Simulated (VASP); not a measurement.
A run of VASP 6.6.1 is set up as follows.

File INCAR:

```
SYSTEM = TiSnTe3
ALGO     = Normal         ! electronic algorithm
EDIFF    = 1E-6           ! SCF threshold, eV
ENCUT    = 500            ! plane-wave cutoff, eV
GGA      = PE             ! functional
GGA_COMPAT= .FALSE.      
ISIF     = 2              ! what is computed and relaxed
ISMEAR   = 0              ! smearing method
ISPIN    = 2              ! spin polarisation
LASPH    = .TRUE.         ! aspherical terms in the spheres
LCHARG   = .FALSE.        ! write CHGCAR
LMAXMIX  = 4              ! l up to which the mixer works
LORBIT   = 11             ! projections on sites
LREAL    = .FALSE.        ! projectors in reciprocal space
LWAVE    = .FALSE.        ! write WAVECAR
MAGMOM   = 1 0 0 0 0      ! initial moments
NBANDS   = 34             ! bands
NELM     = 200            ! most SCF steps
PREC     = Accurate       ! precision mode
SIGMA    = 0.1            ! smearing width, eV
```

File KPOINTS:

```
k-points
0
G
  3 3 3
  0 0 0
```

The input POSCAR:

```
TiSnTe3
1.0
    3.5536406263      2.0516953722      3.5488123874
   -3.5536406263      2.0516953722      3.5488123874
    0.0000000000     -4.1033907443      3.5488123874
Ti Sn Te
1 1 3
Direct
    0.5000000000      0.5000000000      0.5000000000
    0.0000000000      0.0000000000      0.0000000000
    0.5000000000      0.5000000000      0.0000000000
    0.0000000000      0.5000000000      0.5000000000
    0.5000000000      0.0000000000      0.5000000000
```

Potentials or basis: VASP PAW PBE potentials, release 64 (Ti_sv, Sn_d, Te).

Launch:

```sh
$ cat potpaw_PBE.64/Ti_sv/POTCAR potpaw_PBE.64/Sn_d/POTCAR potpaw_PBE.64/Te/POTCAR > POTCAR
$ mpirun -np 1 vasp_std > vasp.out
```

(1) Predict the band gap on the k mesh.

(2) Predict the pressure.

Answers

(1) zero (filled and empty bands overlap).

(2) 0.0 GPa.

Caveat: the k points lie up to 0.39 Å⁻¹ apart, too coarse for converged energies and pressures of a metal; spin-orbit coupling is left out, which moves the levels of the heavy elements.
